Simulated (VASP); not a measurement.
# SnSe (Pnma) in VASP: single point with PBE

Aim: the single point of SnSe with PBE.

All numbers are computed with VASP 6.6.1; they aren't measurements. Logs are shortened: lines on timing, memory, paths and dates and some standing lists are left out, and cuts for length are marked.

## 1. The cell of the first run

Symmetry: Pnma, No. 62, orthorhombic system. Conventional cell: a = 11.795 Å, b = 4.207 Å, c = 4.567 Å, α = 90.00°, β = 90.00°, γ = 90.00°. Sn (site symmetry m) has 6 Se at 2.79 to 3.55 Å and 2 Sn at 3.71 Å within 3.8 Å. Within 3.7 Å of Se (site symmetry m) lie 6 Sn at 2.79 to 3.55 Å.

## 2. Single point, PBE

INCAR

```
  PREC = Accurate
  ENCUT = 500
  EDIFF = 1E-6
  ISMEAR = 0
  SIGMA = 0.01
  LREAL = F
  LASPH = T
  NELM = 120
  ALGO = Normal
  ISIF = 2
  LWAVE = F
  LCHARG = F
  GGA = PE
  NBANDS = 50
  GGA_COMPAT = F
```

KPOINTS

```
Automatic mesh
0
Gamma
  4 6 6
```

POSCAR

```
SnSe
1.0
   11.7948060329      0.0000000000      0.0000000000
    0.0000000000      4.2067694736      0.0000000000
    0.0000000000      0.0000000000      4.5670397972
Sn Se
4 4
Direct
    0.1214581839      0.2500000000      0.1166891554
    0.8785418161      0.7500000000      0.8833108446
    0.3785418161      0.7500000000      0.6166891554
    0.6214581839      0.2500000000      0.3833108446
    0.8548688136      0.2500000000      0.4760528618
    0.1451311864      0.7500000000      0.5239471382
    0.6451311864      0.7500000000      0.9760528618
    0.3548688136      0.2500000000      0.0239471382
```

Potentials or basis: VASP PAW PBE potentials, release 64 (Sn_d, Se).

Run with:

```console
$ cat potpaw_PBE.64/Sn_d/POTCAR potpaw_PBE.64/Se/POTCAR > POTCAR
$ mpirun -np 1 vasp_std > vasp.out
```

OUTCAR:

```text
PREC = Accurate
   ENCUT = 500
   EDIFF = 1E-6
   ISMEAR = 0
   LREAL = F
   LASPH = T
   NELM = 120
   ISIF = 2
   GGA = PE

 ion  position               nearest neighbor table
   1  0.121  0.250  0.117-   8 2.79   6 2.82   6 2.82   2 3.71   2 3.71
   2  0.879  0.750  0.883-   7 2.79   5 2.82   5 2.82   1 3.71   1 3.71
   3  0.379  0.750  0.617-   6 2.79   8 2.82   8 2.82   4 3.71   4 3.71
   4  0.621  0.250  0.383-   5 2.79   7 2.82   7 2.82   3 3.71   3 3.71
   5  0.855  0.250  0.476-   4 2.79   2 2.82   2 2.82
   6  0.145  0.750  0.524-   3 2.79   1 2.82   1 2.82
   7  0.645  0.750  0.976-   2 2.79   4 2.82   4 2.82
   8  0.355  0.250  0.024-   1 2.79   3 2.82   3 2.82

  LATTYP: Found a simple orthorhombic cell.
 ALAT       =     4.2067694736
 B/A-ratio  =     1.0856406147
 C/A-ratio  =     2.8037680950

  Lattice vectors:

 A1 = (   0.0000000000,   4.2067694736,   0.0000000000)
 A2 = (   0.0000000000,   0.0000000000,   4.5670397972)
 A3 = (  11.7948060329,   0.0000000000,   0.0000000000)

Analysis of symmetry for initial positions (statically):
=====================================================================
 Subroutine PRICEL returns:
 Original cell was already a primitive cell.

 Routine SETGRP: Setting up the symmetry group for a
 simple orthorhombic supercell.

 Subroutine GETGRP returns: Found  8 space group operations
 (whereof  2 operations were pure point group operations)
 out of a pool of  8 trial point group operations.

The static configuration has the point symmetry S_2 .
 The point group associated with its full space group is D_2h.

Analysis of symmetry for dynamics (positions and initial velocities):
=====================================================================
 Subroutine PRICEL returns:
 Original cell was already a primitive cell.

 Routine SETGRP: Setting up the symmetry group for a
 simple orthorhombic supercell.

 Subroutine GETGRP returns: Found  8 space group operations
 (whereof  2 operations were pure point group operations)
 out of a pool of  8 trial point group operations.

The dynamic configuration has the point symmetry S_2 .
 The point group associated with its full space group is D_2h.

 Subroutine INISYM returns: Found  8 space group operations
 (whereof  2 operations are pure point group operations),
 and found     1 'primitive' translations

----------------------------------------------------------------------------------------

                                     Primitive cell

  volume of cell :     226.6075

  direct lattice vectors                    reciprocal lattice vectors
    11.794806033  0.000000000  0.000000000     0.084783081  0.000000000  0.000000000
     0.000000000  4.206769474  0.000000000     0.000000000  0.237712099  0.000000000
     0.000000000  0.000000000  4.567039797     0.000000000  0.000000000  0.218960212

  length of vectors
    11.794806033  4.206769474  4.567039797     0.084783081  0.237712099  0.218960212

  position of ions in fractional coordinates (direct lattice)
     0.121458184  0.250000000  0.116689155
     0.878541816  0.750000000  0.883310845
     0.378541816  0.750000000  0.616689155
     0.621458184  0.250000000  0.383310845
     0.854868814  0.250000000  0.476052862
     0.145131186  0.750000000  0.523947138
     0.645131186  0.750000000  0.976052862
     0.354868814  0.250000000  0.023947138

  ion indices of the primitive-cell ions
   primitive index   ion index
                 1           1
                 2           2
                 3           3
                 4           4
                 5           5
                 6           6
                 7           7
                 8           8

----------------------------------------------------------------------------------------

 KPOINTS: Automatic mesh

Automatic generation of k-mesh.
 Grid dimensions read from file:
 generate k-points for:    4    6    6

 Generating k-lattice:

  Cartesian coordinates                     Fractional coordinates (reciprocal lattice)
     0.021195770  0.000000000  0.000000000     0.250000000  0.000000000  0.000000000
     0.000000000  0.039618683  0.000000000     0.000000000  0.166666667  0.000000000
     0.000000000  0.000000000  0.036493369     0.000000000  0.000000000  0.166666667

  Length of vectors
     0.021195770  0.039618683  0.036493369

  Shift w.r.t. Gamma in fractional coordinates (k-lattice)
     0.000000000  0.000000000  0.000000000

 Subroutine IBZKPT returns following result:
 ===========================================

 Found     48 irreducible k-points:

 Following reciprocal coordinates:
            Coordinates               Weight
  0.000000  0.000000  0.000000      1.000000
  0.250000  0.000000  0.000000      2.000000
  0.500000  0.000000  0.000000      1.000000
  0.000000  0.166667  0.000000      2.000000
  0.250000  0.166667  0.000000      4.000000
  0.500000  0.166667  0.000000      2.000000
[... 16 lines left out ...]
  0.250000  0.500000  0.166667      4.000000
  0.500000  0.500000  0.166667      2.000000
 [... further k-points ...]
   k-points           NKPTS =     48   k-points in BZ     NKDIM =     48   number of bands    NBANDS=     50
   number of dos      NEDOS =    301   number of ions     NIONS =      8
   total plane-waves  NPLWV = 103680
   dimension x,y,z NGX =    90 NGY =   32 NGZ =   36
   dimension x,y,z NGXF=   180 NGYF=   64 NGZF=   72
   ions per type =               4   4
   NGX,Y,Z   is equivalent  to a cutoff of  12.69, 12.65, 13.10 a.u.
   NGXF,Y,Z  is equivalent  to a cutoff of  25.37, 25.29, 26.21 a.u.
 SYSTEM =  unknown system
   PREC   = accura    normal or accurate (medium, high low for compatibility)
   ISTART =      0    job   : 0-new  1-cont  2-samecut
   ICHARG =      2    charge: 1-file 2-atom 10-const
   ISPIN  =      1    spin polarized calculation?
   LNONCOLLINEAR =      F non collinear calculations
   LSORBIT =      F    spin-orbit coupling
   LASPH  =      T    aspherical Exc in radial PAW
   ENCUT  =  500.0 eV  36.75 Ry    6.06 a.u.  21.50  7.67  8.33*2*pi/ulx,y,z
   NELM   =    120;   NELMIN=  2; NELMDL= -5     # of ELM steps
   EDIFF  = 0.1E-05   stopping-criterion for ELM
   LREAL  =      F    real-space projection
   EDIFFG = 0.1E-04   stopping-criterion for IOM
   NSW    =      0    number of steps for IOM
   IBRION =     -1    ionic relax: 0-MD 1-quasi-New 2-CG
   NFREE  =      0    steps in history (QN), initial steepest desc. (CG)
   ISIF   =      2    stress and relaxation
   ISYM   =      2    0-nonsym 1-usesym 2-fastsym
   POTIM  = 0.5000    time-step for ionic-motion
   TEBEG  =    0.0;   TEEND  =   0.0 temperature during run
   PSTRESS=    0.0 pullay stress
   NELECT =      80.0000    total number of electrons
   NUPDOWN=      -1.0000    fix difference up-down
   EMIN   =  10.00;   EMAX   =-10.00  energy-range for DOS
   EFERMI =   0.00;   METHOD = LEGACY
   ISMEAR =     0;   SIGMA  =   0.01  broadening in eV -4-tet -1-fermi 0-gaus
   EFERMI_NEDOS =   21; number of points for ismear=-14 and -15
   IALGO  =     38    algorithm
   IMIX   =      4    mixing-type and parameters
     AMIX     =   0.40;   BMIX     =  1.00
     AMIX_MAG =   1.60;   BMIX_MAG =  1.00
  volume/ion in A,a.u.               =      28.33       191.15
  Fermi-wavevector in a.u.,A,eV,Ry     =   1.157036  2.186480 18.214546  1.338731
  Thomas-Fermi vector in A             =   2.293651
   LORBIT       =      0    0 simple, 1 ext, 2 COOP (PROOUT), +10 PAW based schemes
   GGA     = PE    functional components
   LHFCALC =     F    Hartree Fock is set to
   AEXX    =    0.0000 exact exchange contribution
   IVDW    =     0    specifies the selected vdW correction
   LEPSILON=     F    determine dielectric tensor
   LRPA    =     F    only Hartree local field effects (RPA)
 non-spin polarized calculation
 Gauss-broadening in eV      SIGMA  =   0.01
  energy-cutoff  :      500.00
  volume of cell :      226.61
 maximum number of plane-waves:      5813
 NGX is ok and might be reduce to    90
   NGX = 43   NGY = 15   NGZ = 17

 number of electron      79.9999978 magnetization

 Free energy of the ion-electron system (eV)
  ---------------------------------------------------
  ext. energy  EPLUGINS =         0.00000000
  ---------------------------------------------------
  free energy    TOTEN  =       -32.89084772 eV

  energy without entropy =      -32.89084772  energy(sigma->0) =      -32.89084772

 E-fermi :   4.8570     XC(G=0):  -9.4148

 val. band max:        4.7970955090   @ k =   0.0000   0.0000   0.3333
 cond. band min:       5.4314577192   @ k =   0.0000   0.3333   0.0000
 fundamental gap:      0.6343622102
 Fermi energy:         4.8569601455

 k-point     1 :       0.0000    0.0000    0.0000
  band No.  band energies     occupation
      1     -16.4919      2.00000
      2     -16.4843      2.00000
      3     -16.4803      2.00000
      4     -16.4782      2.00000
      5     -16.4776      2.00000
      6     -16.4751      2.00000
[... 42 lines left out ...]
     49       9.4317      0.00000
     50       9.5077      0.00000

 k-point     2 :       0.2500    0.0000    0.0000
  band No.  band energies     occupation
      1     -16.4909      2.00000
      2     -16.4857      2.00000
      3     -16.4798      2.00000
      4     -16.4780      2.00000
      5     -16.4780      2.00000
      6     -16.4763      2.00000
[... 42 lines left out ...]
     49       9.5627      0.00000
     50       9.7389      0.00000

 k-point     3 :       0.5000    0.0000    0.0000
  band No.  band energies     occupation
      1     -16.4885      2.00000
      2     -16.4885      2.00000
      3     -16.4788      2.00000
      4     -16.4788      2.00000
      5     -16.4773      2.00000
      6     -16.4773      2.00000
[... 42 lines left out ...]
     49       9.4681      0.00000
     50       9.4682      0.00000

 k-point     4 :       0.0000    0.1667    0.0000
  band No.  band energies     occupation
      1     -16.4875      2.00000
      2     -16.4829      2.00000
      3     -16.4804      2.00000
      4     -16.4780      2.00000
      5     -16.4761      2.00000
      6     -16.4761      2.00000
[... 999 lines left out ...]
 k-point    23 :       0.2500    0.5000    0.1667
  band No.  band energies     occupation
      1     -16.4892      2.00000
      2     -16.4892      2.00000
      3     -16.4875      2.00000
      4     -16.4875      2.00000
      5     -16.4687      2.00000
      6     -16.4687      2.00000
[... 42 lines left out ...]
     49       8.7089      0.00000
     50       8.7149      0.00000

 k-point    24 :       0.5000    0.5000    0.1667
  band No.  band energies     occupation
      1     -16.4884      2.00000
      2     -16.4884      2.00000
      3     -16.4884      2.00000
      4     -16.4884      2.00000
      5     -16.4678      2.00000
      6     -16.4678      2.00000
[... 42 lines left out ...]
     49       8.6853      0.00000
     50       8.6853      0.00000

 [... further k-points ...]

------------------------ aborting loop because EDIFF is reached ----------------------------------------

  FORCE on cell =-STRESS in cart. coord.  units (eV):
  Direction    XX          YY          ZZ          XY          YZ          ZX
  --------------------------------------------------------------------------------------
  -------------------------------------------------------------------------------------
  Total        0.0454871      0.0267017      0.0180032      0.0000000     -0.0000000      0.0000000
  in kB        0.3216065      0.1887886      0.1272879      0.0000000     -0.0000000      0.0000000
  external PRESSURE =       0.2125610 kB  Pullay stress =       0.0000000 kB

 VOLUME and BASIS-vectors are now :
 -----------------------------------------------------------------------------
  energy-cutoff  :      500.00
  volume of cell :      226.61
      direct lattice vectors                 reciprocal lattice vectors
    11.794806033  0.000000000  0.000000000     0.084783081  0.000000000  0.000000000
     0.000000000  4.206769474  0.000000000     0.000000000  0.237712099  0.000000000
     0.000000000  0.000000000  4.567039797     0.000000000  0.000000000  0.218960212

 POSITION                                       TOTAL-FORCE (eV/Angst)
 -----------------------------------------------------------------------------------
      1.43258      1.05169      0.53292        -0.013054      0.000000     -0.010410
     10.36223      3.15508      4.03412         0.013054      0.000000      0.010410
      4.46483      3.15508      2.81644         0.013054     -0.000000     -0.010410
      7.32998      1.05169      1.75060        -0.013054      0.000000      0.010410
     10.08301      1.05169      2.17415         0.007161      0.000000     -0.009893
      1.71179      3.15508      2.39289        -0.007161      0.000000      0.009893
      7.60920      3.15508      4.45767        -0.007161      0.000000     -0.009893
      4.18561      1.05169      0.10937         0.007161      0.000000      0.009893
 -----------------------------------------------------------------------------------
    total drift:                               -0.000000      0.000000      0.000000

  FREE ENERGIE OF THE ION-ELECTRON SYSTEM (eV)
  ---------------------------------------------------
  free  energy   TOTEN  =       -32.8908477172 eV

  energy  without entropy=      -32.8908477172  energy(sigma->0) =      -32.89084772
```

It took 13 min on 1 thread of Intel Xeon 8259CL, shared host; peak memory 0.55 GiB.

What came out:

- Free energy: -32.8908 eV
- Pressure: 0.0 GPa
- Largest force: 0.017 eV/Å
- Band gap on the k mesh: 0.63 eV (least direct gap 0.87 eV)

Forces on the atoms (eV/Å):
```
Sn  -0.013  0.000 -0.010
Sn   0.013  0.000  0.010
Sn   0.013  0.000 -0.010
Sn  -0.013  0.000  0.010
Se   0.007  0.000 -0.010
Se  -0.007  0.000  0.010
Se  -0.007  0.000 -0.010
Se   0.007  0.000  0.010
```

Levels at points of the mesh, in eV from the valence-band top:
```csv
k point,band 38,band 39,band 40,band 41,band 42,band 43
"(0.00, 0.00, 0.00)",-1.12,-0.64,-0.46,0.82,2.76,2.94
"(0.50, 0.00, 0.00)",-1.72,-0.50,-0.50,2.49,2.49,2.66
"(0.00, 0.50, 0.00)",-0.90,-0.82,-0.82,1.12,1.12,1.22
"(0.50, 0.50, 0.00)",-0.98,-0.98,-0.98,1.41,1.41,1.41
"(0.00, 0.00, 0.50)",-0.75,-0.23,-0.23,1.26,1.26,1.63
"(0.50, 0.00, 0.50)",-0.45,-0.26,-0.26,1.25,1.25,1.68
"(0.00, 0.50, 0.50)",-2.12,-1.28,-1.28,2.62,2.62,3.03
"(0.50, 0.50, 0.50)",-1.45,-1.45,-1.45,2.55,2.55,2.55
```

Caveat: spin-orbit coupling is left out, which moves the levels of the heavy elements. A k mesh can miss the band edges.
